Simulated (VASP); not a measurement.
# Sn (Fd-3m) in VASP: a series of runs

Sn is run at these levels: r2SCAN; tasks: single point.

All numbers are computed with VASP 6.6.1; they aren't measurements. Logs are shortened: lines on timing, memory, paths and dates and some standing lists are left out, and cuts for length are marked.

### Step 1. The cell of the first run

It takes space group Fd-3m (No. 227, cubic). The conventional cell has a = 6.568 Å, b = 6.568 Å, c = 6.568 Å, α = 90.00°, β = 90.00°, γ = 90.00°. Sn (site symmetry -43m) has 4 Sn at 2.84 Å within 3.7 Å.

### Step 2. Single point, r2SCAN

Input file POSCAR:

```
Sn
1.0
    0.0000000000      3.2840539893      3.2840539893
    3.2840539893      0.0000000000      3.2840539893
    3.2840539893      3.2840539893      0.0000000000
Sn
2
Direct
    0.5000000000      0.5000000000      0.5000000000
    0.7500000000      0.7500000000      0.7500000000
```

Input file INCAR.step1:

```
PREC     = Accurate       # precision mode
ENCUT    = 520            # plane-wave cutoff, eV
ISMEAR   = -1             # smearing method
SIGMA    = 0.01           # smearing width, eV
LREAL    = False          # projectors in reciprocal space
LASPH    = True           # aspherical terms in the spheres
NELM     = 60             # most SCF steps
NBANDS   = 21             # bands
GGA      = PE             # functional
ALGO     = Normal         # electronic algorithm
EDIFF    = 1E-4           # SCF threshold, eV
LWAVE    = True           # write WAVECAR
LCHARG   = False          # write CHGCAR
```

Input file INCAR.step2:

```
PREC     = Accurate       # precision mode
ENCUT    = 520            # plane-wave cutoff, eV
EDIFF    = 1E-7           # SCF threshold, eV
ISMEAR   = -1             # smearing method
SIGMA    = 0.01           # smearing width, eV
LREAL    = False          # projectors in reciprocal space
LASPH    = True           # aspherical terms in the spheres
NELM     = 60             # most SCF steps
ALGO     = Normal         # electronic algorithm
ISIF     = 2              # what is computed and relaxed
LWAVE    = False          # write WAVECAR
LCHARG   = True           # write CHGCAR
METAGGA  = R2SCAN         # meta-GGA
LMIXTAU  = True         
LELF     = True           # ELF
LVHAR    = True         
NBANDS   = 21             # bands
ISTART   = 1
```

Input file KPOINTS:

```
Automatic mesh
0
Gamma
  8 8 8
```

Potentials or basis: VASP PAW PBE potentials, release 64 (Sn_d).

Run with:

```console
$ cat potpaw_PBE.64/Sn_d/POTCAR > POTCAR
$ cp INCAR.step1 INCAR
$ mpirun -np 1 vasp_std > vasp.out
$ cp INCAR.step2 INCAR
$ mpirun -np 1 vasp_std > vasp.out
```

OUTCAR:

```text
PREC = Accurate
   ENCUT = 520
   EDIFF = 1E-7
   ISMEAR = -1
   LREAL = False
   LASPH = True
   NELM = 60
   ISIF = 2
   METAGGA = R2SCAN
   ISTART = 1

 ion  position               nearest neighbor table
   1  0.500  0.500  0.500-   2 2.84   2 2.84   2 2.84   2 2.84
   2  0.750  0.750  0.750-   1 2.84   1 2.84   1 2.84   1 2.84

  LATTYP: Found a face centered cubic cell.
 ALAT       =     6.5681079786

  Lattice vectors:

 A1 = (   0.0000000000,   3.2840539893,   3.2840539893)
 A2 = (   3.2840539893,   0.0000000000,   3.2840539893)
 A3 = (   3.2840539893,   3.2840539893,   0.0000000000)

Analysis of symmetry for initial positions (statically):
=====================================================================
 Subroutine PRICEL returns:
 Original cell was already a primitive cell.

 Routine SETGRP: Setting up the symmetry group for a
 face centered cubic supercell.

 Subroutine GETGRP returns: Found 48 space group operations
 (whereof 24 operations were pure point group operations)
 out of a pool of 48 trial point group operations.

The static configuration has the point symmetry T_d .
 The point group associated with its full space group is O_h .

Analysis of symmetry for dynamics (positions and initial velocities):
=====================================================================
 Subroutine PRICEL returns:
 Original cell was already a primitive cell.

 Routine SETGRP: Setting up the symmetry group for a
 face centered cubic supercell.

 Subroutine GETGRP returns: Found 48 space group operations
 (whereof 24 operations were pure point group operations)
 out of a pool of 48 trial point group operations.

The dynamic configuration has the point symmetry T_d .
 The point group associated with its full space group is O_h .

 Subroutine INISYM returns: Found 48 space group operations
 (whereof 24 operations are pure point group operations),
 and found     1 'primitive' translations

----------------------------------------------------------------------------------------

                                     Primitive cell

  volume of cell :      70.8371

  direct lattice vectors                    reciprocal lattice vectors
     0.000000000  3.284053989  3.284053989    -0.152250847  0.152250847  0.152250847
[... 74 lines left out ...]
   NGX,Y,Z   is equivalent  to a cutoff of  12.89, 12.89, 12.89 a.u.
   NGXF,Y,Z  is equivalent  to a cutoff of  25.77, 25.77, 25.77 a.u.
 SYSTEM =  unknown system
   PREC   = accura    normal or accurate (medium, high low for compatibility)
   ISTART =      1    job   : 0-new  1-cont  2-samecut
   ICHARG =      0    charge: 1-file 2-atom 10-const
   ISPIN  =      1    spin polarized calculation?
   LNONCOLLINEAR =      F non collinear calculations
   LSORBIT =      F    spin-orbit coupling
   LASPH  =      T    aspherical Exc in radial PAW
   ENCUT  =  520.0 eV  38.22 Ry    6.18 a.u.   8.64  8.64  8.64*2*pi/ulx,y,z
   NELM   =     60;   NELMIN=  2; NELMDL=  0     # of ELM steps
   EDIFF  = 0.1E-06   stopping-criterion for ELM
   LREAL  =      F    real-space projection
   EDIFFG = 0.1E-05   stopping-criterion for IOM
   NSW    =      0    number of steps for IOM
   IBRION =     -1    ionic relax: 0-MD 1-quasi-New 2-CG
   NFREE  =      0    steps in history (QN), initial steepest desc. (CG)
   ISIF   =      2    stress and relaxation
   ISYM   =      2    0-nonsym 1-usesym 2-fastsym
   POTIM  = 0.5000    time-step for ionic-motion
   TEBEG  =    0.0;   TEEND  =   0.0 temperature during run
   PSTRESS=    0.0 pullay stress
   NELECT =      28.0000    total number of electrons
   NUPDOWN=      -1.0000    fix difference up-down
   EMIN   =  10.00;   EMAX   =-10.00  energy-range for DOS
   EFERMI =   0.00;   METHOD = LEGACY
   ISMEAR =    -1;   SIGMA  =   0.01  broadening in eV -4-tet -1-fermi 0-gaus
   EFERMI_NEDOS =   21; number of points for ismear=-14 and -15
   IALGO  =     38    algorithm
   IMIX   =      4    mixing-type and parameters
     AMIX     =   0.40;   BMIX     =  1.00
     AMIX_MAG =   1.60;   BMIX_MAG =  1.00
  volume/ion in A,a.u.               =      35.42       239.02
  Fermi-wavevector in a.u.,A,eV,Ry     =   1.201454  2.270419 19.639904  1.443492
  Thomas-Fermi vector in A             =   2.337263
   LORBIT       =      0    0 simple, 1 ext, 2 COOP (PROOUT), +10 PAW based schemes
   METAGGA = R2SCAN    functional components
   LHFCALC =     F    Hartree Fock is set to
   AEXX    =    0.0000 exact exchange contribution
   IVDW    =     0    specifies the selected vdW correction
   LEPSILON=     F    determine dielectric tensor
   LRPA    =     F    only Hartree local field effects (RPA)
 non-spin polarized calculation
  energy-cutoff  :      520.00
  volume of cell :       70.84
 maximum number of plane-waves:      1924
   NGX = 17   NGY = 17   NGZ = 17

 number of electron      27.9999984 magnetization

 Free energy of the ion-electron system (eV)
  ---------------------------------------------------
  ext. energy  EPLUGINS =         0.00000000
  ---------------------------------------------------
  free energy    TOTEN  =       -49.48783128 eV

  energy without entropy =      -49.48775036  energy(sigma->0) =      -49.48779082

 E-fermi :   5.2138     XC(G=0):  -9.4208

 val. band max:        5.2072726216   @ k =   0.0000   0.0000   0.0000
 cond. band min:       5.2650232839   @ k =   0.5000   0.0000   0.0000
 fundamental gap:      0.0577506623
 Fermi energy:         5.2138455755

 k-point     1 :       0.0000    0.0000    0.0000
  band No.  band energies     occupation
      1     -17.1311      2.00000
      2     -17.1311      2.00000
      3     -17.1311      2.00000
      4     -17.0695      2.00000
      5     -17.0695      2.00000
      6     -16.7751      2.00000
[... 565 lines left out ...]
     20      14.1314      0.00000
     21      14.5988      0.00000

 [... further k-points ...]
[... 5 lines left out ...]
  --------------------------------------------------------------------------------------
  -------------------------------------------------------------------------------------
  Total       -0.0298904     -0.0298904     -0.0298904     -0.0000000      0.0000000      0.0000000
  in kB       -0.6760545     -0.6760545     -0.6760545     -0.0000000      0.0000000      0.0000000
  external PRESSURE =      -0.6760545 kB  Pullay stress =       0.0000000 kB

 VOLUME and BASIS-vectors are now :
 -----------------------------------------------------------------------------
  energy-cutoff  :      520.00
  volume of cell :       70.84
      direct lattice vectors                 reciprocal lattice vectors
     0.000000000  3.284053989  3.284053989    -0.152250847  0.152250847  0.152250847
     3.284053989  0.000000000  3.284053989     0.152250847 -0.152250847  0.152250847
     3.284053989  3.284053989  0.000000000     0.152250847  0.152250847 -0.152250847

 POSITION                                       TOTAL-FORCE (eV/Angst)
 -----------------------------------------------------------------------------------
      3.28405      3.28405      3.28405        -0.000000     -0.000000     -0.000000
      4.92608      4.92608      4.92608         0.000000      0.000000      0.000000
 -----------------------------------------------------------------------------------
    total drift:                                0.000000      0.000000      0.000000

  FREE ENERGIE OF THE ION-ELECTRON SYSTEM (eV)
  ---------------------------------------------------
  free  energy   TOTEN  =       -49.4878312786 eV

  energy  without entropy=      -49.4877503630  energy(sigma->0) =      -49.48779082
```

OSZICAR.step1:

```text
N       E                     dE             d eps       ncg     rms          rms(c)
DAV:   1     0.231576290410E+03    0.23158E+03   -0.14910E+04  1253   0.189E+03
DAV:   2     0.181223009187E+02   -0.21345E+03   -0.20856E+03  1238   0.460E+02
DAV:   3    -0.689551753076E+01   -0.25018E+02   -0.24899E+02  1438   0.142E+02
DAV:   4    -0.769652804614E+01   -0.80101E+00   -0.80077E+00  1383   0.287E+01
DAV:   5    -0.772398016218E+01   -0.27452E-01   -0.27452E-01  1802   0.516E+00    0.306E+00
DAV:   6    -0.768643033451E+01    0.37550E-01   -0.25341E-02  1665   0.200E+00    0.180E+00
DAV:   7    -0.766883126619E+01    0.17599E-01   -0.42432E-02  1313   0.214E+00    0.161E-01
DAV:   8    -0.767064993125E+01   -0.18187E-02   -0.57478E-03  1378   0.848E-01    0.496E-02
DAV:   9    -0.767106398658E+01   -0.41406E-03   -0.52411E-04  1076   0.162E-01    0.121E-02
DAV:  10    -0.767108370568E+01   -0.19719E-04   -0.41391E-05  1122   0.540E-02
   1 F= -.76710837E+01 E0= -.76710294E+01  d E =-.108689E-03
```

Run time: 4.7 min. Hardware: 1 thread of AMD EPYC 7R13, shared host; peak memory 0.19 GiB.

What came out:

* Free energy: -49.4878 eV
* Pressure: -0.1 GPa
* Band gap on the k mesh: zero (filled and empty bands touch)

Caveat: the PAW data sets were made with another functional, which shifts forces and pressure a little; spin-orbit coupling is left out, which moves the levels of the heavy elements.

### Step 3. Single point, r2SCAN

POSCAR is that of step 2.

Input file INCAR.step1:

```
  ALGO = Normal
  EDIFF = 1E-4
  ENCUT = 520
  GGA = PE
  ISMEAR = -1
  LASPH = True
  LCHARG = False
  LREAL = False
  LWAVE = True
  NBANDS = 21
  NELM = 100
  PREC = Accurate
  SIGMA = 0.03
```

Input file INCAR.step2:

```
  ALGO = Normal
  EDIFF = 1E-7
  ENCUT = 520
  ISIF = 2
  ISMEAR = -1
  ISTART = 1
  LASPH = True
  LCHARG = True
  LELF = True
  LMIXTAU = True
  LREAL = False
  LVHAR = True
  LWAVE = False
  METAGGA = R2SCAN
  NBANDS = 21
  NELM = 100
  PREC = Accurate
  SIGMA = 0.03
```

Input file KPOINTS:

```
k-points
0
Gamma
  8 8 8
```

Potentials or basis: VASP PAW PBE potentials, release 64 (Sn_d).

Run with:

```console
$ cat potpaw_PBE.64/Sn_d/POTCAR > POTCAR
$ cp INCAR.step1 INCAR
$ mpirun -np 1 vasp_std > vasp.out
$ cp INCAR.step2 INCAR
$ mpirun -np 1 vasp_std > vasp.out
```

Wall time 4.7 min (1 thread of AMD EPYC 7R13, shared host); peak memory 0.19 GiB.

The run converged. Its results:

| Property | Result |
| --- | --- |
| Free energy | -49.4881 eV |
| Pressure | -0.1 GPa |
| Band gap on the k mesh | zero (filled and empty bands touch) |

Levels at points of the mesh, in eV from the Fermi level:
```
           k point  band 12  band 13  band 14  band 15  band 16  band 17
(0.00, 0.00, 0.00)    -0.63     0.00     0.00     0.00     2.21     2.21
(0.50, 0.00, 0.00)    -6.46    -1.22    -1.22     0.06     3.35     3.35
(0.50, 0.50, 0.00)    -7.74    -2.56    -2.56     0.95     0.95     7.92
```

Caveat: the PAW data sets were made with another functional, which shifts forces and pressure a little; spin-orbit coupling is left out, which moves the levels of the heavy elements.

### Step 4. Single point, r2SCAN

POSCAR is that of step 3.

Input file INCAR.step1:

```
SYSTEM = Sn
  PREC = Accurate
  ENCUT = 520
  ISMEAR = -1
  SIGMA = 0.2
  LREAL = .FALSE.
  LASPH = .TRUE.
  NELM = 100
  NBANDS = 21
  GGA = PE
  ALGO = Normal
  EDIFF = 1E-4
  LWAVE = .TRUE.
  LCHARG = .FALSE.
```

Input file INCAR.step2:

```
SYSTEM = Sn
  PREC = Accurate
  ENCUT = 520
  EDIFF = 1E-6
  ISMEAR = -1
  SIGMA = 0.2
  LREAL = .FALSE.
  LASPH = .TRUE.
  NELM = 100
  ALGO = Normal
  ISIF = 2
  LWAVE = .FALSE.
  LCHARG = .FALSE.
  METAGGA = R2SCAN
  LMIXTAU = .TRUE.
  NBANDS = 21
  ISTART = 1
```

Input file KPOINTS:

```
Automatic mesh
0
G
  8 8 8
  0 0 0
```

Run with:

```console
$ cat potpaw_PBE.64/Sn_d/POTCAR > POTCAR
$ cp INCAR.step1 INCAR
$ mpirun -np 1 vasp_std > vasp.out
$ cp INCAR.step2 INCAR
$ mpirun -np 1 vasp_std > vasp.out
```

Run time: 3.8 min. Hardware: 1 thread of AMD EPYC 7R13, shared host; peak memory 0.19 GiB.

Results (log left out):

- Free energy: -49.5005 eV
- Pressure: 0.1 GPa
- Band gap on the k mesh: zero (filled and empty bands touch)

Levels at points of the mesh, in eV from the Fermi level:
```tsv
k point	band 11	band 12	band 13	band 14	band 15	band 16	band 17	band 18
(0.00, 0.00, 0.00)	-10.90	-0.64	-0.01	-0.01	-0.01	2.20	2.20	2.20
(0.50, 0.00, 0.00)	-9.26	-6.47	-1.23	-1.23	0.05	3.33	3.33	5.95
(0.50, 0.50, 0.00)	-7.75	-7.75	-2.57	-2.57	0.94	0.94	7.90	7.90
```

Caveat: the PAW data sets were made with another functional, which shifts forces and pressure a little; spin-orbit coupling is left out, which moves the levels of the heavy elements.

### Step 5. Single point, r2SCAN

POSCAR is that of step 4.

INCAR.step1, as its differences from that of step 4:

```diff
@@ -4,6 +4,6 @@
   ISMEAR = -1
-  SIGMA = 0.2
+  SIGMA = 0.3
   LREAL = .FALSE.
   LASPH = .TRUE.
-  NELM = 100
+  NELM = 60
   NBANDS = 21
```

Input file INCAR.step2:

```
SYSTEM = Sn
  PREC = Accurate
  ENCUT = 520
  EDIFF = 1E-6
  ISMEAR = -1
  SIGMA = 0.3
  LREAL = .FALSE.
  LASPH = .TRUE.
  NELM = 60
  ALGO = Normal
  ISIF = 2
  LWAVE = .FALSE.
  LCHARG = .TRUE.
  METAGGA = R2SCAN
  LMIXTAU = .TRUE.
  LELF = .TRUE.
  LVHAR = .TRUE.
  NBANDS = 21
  ISTART = 1
```

Input file KPOINTS:

```
regular mesh
0
G
  8 8 8
  0 0 0
```

Run with:

```console
$ cat potpaw_PBE.64/Sn_d/POTCAR > POTCAR
$ cp INCAR.step1 INCAR
$ mpirun -np 1 vasp_std > vasp.out
$ cp INCAR.step2 INCAR
$ mpirun -np 1 vasp_std > vasp.out
```

It took 3.6 min on 1 thread of AMD EPYC 7R13, shared host; peak memory 0.19 GiB.

It converged, with:

| Quantity | Value |
| --- | --- |
| Free energy | -49.5251 eV |
| Pressure | 0.2 GPa |
| Band gap on the k mesh | zero (filled and empty bands touch) |

Levels at points of the mesh, in eV from the Fermi level:
| k point | band 12 | band 13 | band 14 | band 15 | band 16 | band 17 |
| --- | --- | --- | --- | --- | --- | --- |
| (0.00, 0.00, 0.00) | -0.66 | -0.03 | -0.03 | -0.03 | 2.18 | 2.18 |
| (0.50, 0.00, 0.00) | -6.49 | -1.25 | -1.25 | 0.03 | 3.32 | 3.32 |
| (0.50, 0.50, 0.00) | -7.77 | -2.59 | -2.59 | 0.92 | 0.92 | 7.89 |

Caveat: the PAW data sets were made with another functional, which shifts forces and pressure a little; spin-orbit coupling is left out, which moves the levels of the heavy elements.

### Step 6. Overview

```tsv
smearing	gap on the mesh (eV)	pressure (GPa)
fermi-dirac 0.01 eV	none	-0.1
fermi-dirac 0.03 eV	none	-0.1
fermi-dirac 0.2 eV	none	0.1
fermi-dirac 0.3 eV	none	0.2
```

Alike in all rows: task single point; level r2SCAN; potentials or basis VASP PAW PBE potentials, release 64 (Sn_d); no spin polarisation; cell as given; k mesh 8 × 8 × 8; cutoff (eV) 520.

Every run on the cell as given and a fine mesh finds a metal.

Caveats: the PAW data sets were made with another functional, which shifts forces and pressure a little; spin-orbit coupling is left out, which moves the levels of the heavy elements.

Total energies depend on the potentials used, so only differences within one code and one set of settings carry meaning.
